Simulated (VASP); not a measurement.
# TiCo (Pm-3m) in VASP: single point with PBE

Aim: the single point of TiCo with PBE.

All numbers are computed with VASP 6.6.1; they aren't measurements. Logs are shortened: lines on timing, memory, paths and dates and some standing lists are left out, and cuts for length are marked.

### Step 1. The cell of the first run

It takes space group Pm-3m (No. 221, cubic). The conventional cell has a = 2.986 Å, b = 2.986 Å, c = 2.986 Å, α = 90.00°, β = 90.00°, γ = 90.00°. Within 3.4 Å of Ti (site symmetry m-3m) lie 8 Co at 2.59 Å and 6 Ti at 2.99 Å. Within 3.4 Å of Co (site symmetry m-3m) lie 8 Ti at 2.59 Å and 6 Co at 2.99 Å.

### Step 2. Single point, PBE, collinear spin, ferrimagnetic start

Contents of INCAR:

```
PREC     = Accurate       # precision mode
ENCUT    = 520            # plane-wave cutoff, eV
EDIFF    = 1E-6           # SCF threshold, eV
ISMEAR   = 0              # smearing method
SIGMA    = 0.05           # smearing width, eV
LREAL    = F              # projectors in reciprocal space
LASPH    = T              # aspherical terms in the spheres
NELM     = 150            # most SCF steps
ALGO     = Normal         # electronic algorithm
ISIF     = 2              # what is computed and relaxed
LWAVE    = F              # write WAVECAR
LCHARG   = F              # write CHGCAR
ISPIN    = 2              # spin polarisation
MAGMOM   = -1 3           # initial moments
LORBIT   = 11             # projections on sites
LMAXMIX  = 4              # l up to which the mixer works
GGA      = PE             # functional
NBANDS   = 22             # bands
```

Contents of KPOINTS:

```
Automatic mesh
0
Gamma
  14 14 14
```

Contents of POSCAR:

```
TiCo
1.0
    2.9861109900      0.0000000000      0.0000000000
    0.0000000000      2.9861109900      0.0000000000
    0.0000000000      0.0000000000      2.9861109900
Ti Co
1 1
Direct
    0.0000000000      0.0000000000      0.0000000000
    0.5000000000      0.5000000000      0.5000000000
```

Potentials or basis: VASP PAW PBE potentials, release 64 (Ti_sv, Co).

Launch:

```sh
cat potpaw_PBE.64/Ti_sv/POTCAR potpaw_PBE.64/Co/POTCAR > POTCAR
mpirun -np 1 vasp_std > vasp.out
```

OUTCAR:

```text
PREC = Accurate
   ENCUT = 520
   EDIFF = 1E-6
   ISMEAR = 0
   LREAL = F
   LASPH = T
   NELM = 150
   ISIF = 2
   ISPIN = 2
   LORBIT = 11
   GGA = PE

 ion  position               nearest neighbor table
   1  0.000  0.000  0.000-   2 2.59   2 2.59   2 2.59   2 2.59   2 2.59   2 2.59   2 2.59   2 2.59

   2  0.500  0.500  0.500-   1 2.59   1 2.59   1 2.59   1 2.59   1 2.59   1 2.59   1 2.59   1 2.59

  LATTYP: Found a simple cubic cell.
 ALAT       =     2.9861109900

  Lattice vectors:

 A1 = (   2.9861109900,   0.0000000000,   0.0000000000)
 A2 = (   0.0000000000,   2.9861109900,   0.0000000000)
 A3 = (   0.0000000000,   0.0000000000,   2.9861109900)

Analysis of symmetry for initial positions (statically):
=====================================================================
 Subroutine PRICEL returns:
 Original cell was already a primitive cell.

 Routine SETGRP: Setting up the symmetry group for a
 simple cubic supercell.

 Subroutine GETGRP returns: Found 48 space group operations
 (whereof 48 operations were pure point group operations)
 out of a pool of 48 trial point group operations.

The static configuration has the point symmetry O_h .

Analysis of symmetry for dynamics (positions and initial velocities):
=====================================================================
 Subroutine PRICEL returns:
 Original cell was already a primitive cell.

 Routine SETGRP: Setting up the symmetry group for a
 simple cubic supercell.

 Subroutine GETGRP returns: Found 48 space group operations
 (whereof 48 operations were pure point group operations)
 out of a pool of 48 trial point group operations.

The dynamic configuration has the point symmetry O_h .

Analysis of structural, dynamic, and magnetic symmetry:
=====================================================================
 Subroutine PRICEL returns:
 Original cell was already a primitive cell.

 Routine SETGRP: Setting up the symmetry group for a
 simple cubic supercell.

 Subroutine GETGRP returns: Found 48 space group operations
 (whereof 48 operations were pure point group operations)
 out of a pool of 48 trial point group operations.

The overall configuration has the point symmetry O_h .

 Subroutine INISYM returns: Found 48 space group operations
 (whereof 48 operations are pure point group operations),
 and found     1 'primitive' translations

[... 115 lines left out ...]
  volume/ion in A,a.u.               =      13.31        89.84
  Fermi-wavevector in a.u.,A,eV,Ry     =   1.512546  2.858298 31.127355  2.287796
  Thomas-Fermi vector in A             =   2.622456
   LORBIT       =     11    0 simple, 1 ext, 2 COOP (PROOUT), +10 PAW based schemes
   GGA     = PE    functional components
   LHFCALC =     F    Hartree Fock is set to
   AEXX    =    0.0000 exact exchange contribution
   IVDW    =     0    specifies the selected vdW correction
   LEPSILON=     F    determine dielectric tensor
   LRPA    =     F    only Hartree local field effects (RPA)
 spin polarized calculation
 Gauss-broadening in eV      SIGMA  =   0.05
  energy-cutoff  :      520.00
  volume of cell :       26.63
 maximum number of plane-waves:       739
 NGX is ok and might be reduce to    24
   NGX = 11   NGY = 11   NGZ = 11

 number of electron      20.9999983 magnetization       0.8928496

 Free energy of the ion-electron system (eV)
  ---------------------------------------------------
  ext. energy  EPLUGINS =         0.00000000
  ---------------------------------------------------
  free energy    TOTEN  =       -15.67464606 eV

  energy without entropy =      -15.67171966  energy(sigma->0) =      -15.67318286

 E-fermi :   9.9126     XC(G=0): -12.5747

 val. band max:        9.9125024925   @ k =   0.3571   0.3571   0.2143
 cond. band min:       9.9146090577   @ k =   0.2857   0.0714   0.0714
 fundamental gap:      0.0021065652
 Fermi energy:         9.9125730668

 spin component 1

 k-point     1 :       0.0000    0.0000    0.0000
  band No.  band energies     occupation
      1     -47.2153      1.00000
      2     -23.3081      1.00000
      3     -23.3081      1.00000
      4     -23.3081      1.00000
      5       2.2413      1.00000
      6       5.7354      1.00000
[... 589 lines left out ...]
     21      27.9825      0.00000
     22      29.4745      0.00000

 [... further k-points ...]

 spin component 2

 k-point     1 :       0.0000    0.0000    0.0000
  band No.  band energies     occupation
      1     -47.2238      1.00000
      2     -23.3175      1.00000
      3     -23.3175      1.00000
      4     -23.3175      1.00000
      5       2.2359      1.00000
      6       6.4308      1.00000
[... 589 lines left out ...]
     21      27.8930      0.00000
     22      29.5425      0.00000

 [... further k-points ...]

------------------------ aborting loop because EDIFF is reached ----------------------------------------

  FORCE on cell =-STRESS in cart. coord.  units (eV):
  Direction    XX          YY          ZZ          XY          YZ          ZX
  --------------------------------------------------------------------------------------
  -------------------------------------------------------------------------------------
  Total       -0.0762044     -0.0762044     -0.0762044     -0.0000000     -0.0000000     -0.0000000
  in kB       -4.5853549     -4.5853549     -4.5853549     -0.0000000     -0.0000000     -0.0000000
  external PRESSURE =      -4.5853549 kB  Pullay stress =       0.0000000 kB

 VOLUME and BASIS-vectors are now :
 -----------------------------------------------------------------------------
  energy-cutoff  :      520.00
  volume of cell :       26.63
      direct lattice vectors                 reciprocal lattice vectors
     2.986110990  0.000000000  0.000000000     0.334883735  0.000000000  0.000000000
     0.000000000  2.986110990  0.000000000     0.000000000  0.334883735  0.000000000
     0.000000000  0.000000000  2.986110990     0.000000000  0.000000000  0.334883735

 POSITION                                       TOTAL-FORCE (eV/Angst)
 -----------------------------------------------------------------------------------
      0.00000      0.00000      0.00000         0.000000      0.000000      0.000000
      1.49306      1.49306      1.49306         0.000000      0.000000      0.000000
 -----------------------------------------------------------------------------------
    total drift:                                0.000000      0.000000     -0.000000

  FREE ENERGIE OF THE ION-ELECTRON SYSTEM (eV)
  ---------------------------------------------------
  free  energy   TOTEN  =       -15.6746460593 eV

  energy  without entropy=      -15.6717196574  energy(sigma->0) =      -15.67318286

 total charge

# of ion       s       p       d       tot
------------------------------------------
    1        2.247   6.180   1.859  10.286
    2        0.526   0.461   7.299   8.286
--------------------------------------------------
tot          2.774   6.640   9.159  18.573

 magnetization (x)

# of ion       s       p       d       tot
------------------------------------------
    1       -0.002  -0.013  -0.013  -0.028
    2        0.029  -0.004   0.946   0.970
--------------------------------------------------
tot          0.027  -0.017   0.933   0.942
```

OSZICAR:

```text
N       E                     dE             d eps       ncg     rms          rms(c)
DAV:   1     0.167874548756E+03    0.16787E+03   -0.95682E+03 10728   0.120E+03
DAV:   2    -0.680121830755E+01   -0.17468E+03   -0.16632E+03 10788   0.305E+02
DAV:   3    -0.172057724037E+02   -0.10405E+02   -0.10219E+02 13326   0.791E+01
DAV:   4    -0.174867642865E+02   -0.28099E+00   -0.28055E+00 12012   0.119E+01
DAV:   5    -0.174947831982E+02   -0.80189E-02   -0.80186E-02 12794   0.193E+00    0.157E+01
DAV:   6    -0.177600686210E+02   -0.26529E+00   -0.14956E+01 12124   0.482E+01    0.152E+01
DAV:   7    -0.164064619843E+02    0.13536E+01   -0.15205E+01 12782   0.362E+01    0.113E+01
DAV:   8    -0.156648516069E+02    0.74161E+00   -0.35089E+00 13310   0.155E+01    0.227E+00
DAV:   9    -0.156674562857E+02   -0.26047E-02   -0.18542E-01 15466   0.373E+00    0.223E+00
DAV:  10    -0.156729726733E+02   -0.55164E-02   -0.41851E-02 12194   0.212E+00    0.129E+00
DAV:  11    -0.156733014516E+02   -0.32878E-03   -0.26603E-02 13750   0.153E+00    0.521E-01
DAV:  12    -0.156750906362E+02   -0.17892E-02   -0.46710E-03 15710   0.537E-01    0.342E-01
DAV:  13    -0.156747363393E+02    0.35430E-03   -0.10664E-03 13674   0.254E-01    0.190E-01
DAV:  14    -0.156746561376E+02    0.80202E-04   -0.29698E-04 15618   0.133E-01    0.894E-02
DAV:  15    -0.156746439938E+02    0.12144E-04   -0.12168E-04 15770   0.944E-02    0.194E-02
DAV:  16    -0.156746458418E+02   -0.18480E-05   -0.16440E-05 13390   0.264E-02    0.813E-03
DAV:  17    -0.156746460593E+02   -0.21742E-06   -0.15504E-06  8490   0.104E-02
   1 F= -.15674646E+02 E0= -.15673183E+02  d E =-.292640E-02  mag=     0.8922
```

stdout:

```text
POSCAR found type information on POSCAR TiCo
 POSCAR found :  2 types and       2 ions
 scaLAPACK will be used
 LDA part: xc-table for (Slater+PW92), standard interpolation
 POSCAR, INCAR and KPOINTS ok, starting setup
 FFT: planning ... GRIDC
 FFT: planning ... GRID_SOFT
 FFT: planning ... GRID
 WAVECAR not read
 entering main loop
```

Wall time 2.2 min (1 thread of AMD EPYC 7R43 (Zen 3), shared host); peak memory 0.19 GiB.

What came out:

| Quantity | Value |
| --- | --- |
| Free energy | -15.6746 eV |
| Pressure | -0.5 GPa |
| Net moment | 0.89 μB per cell |
| Site moments | Ti -0.03; Co +0.97 μB |
| Valence electrons inside the program's atomic spheres | Ti 10.29; Co 8.29 |
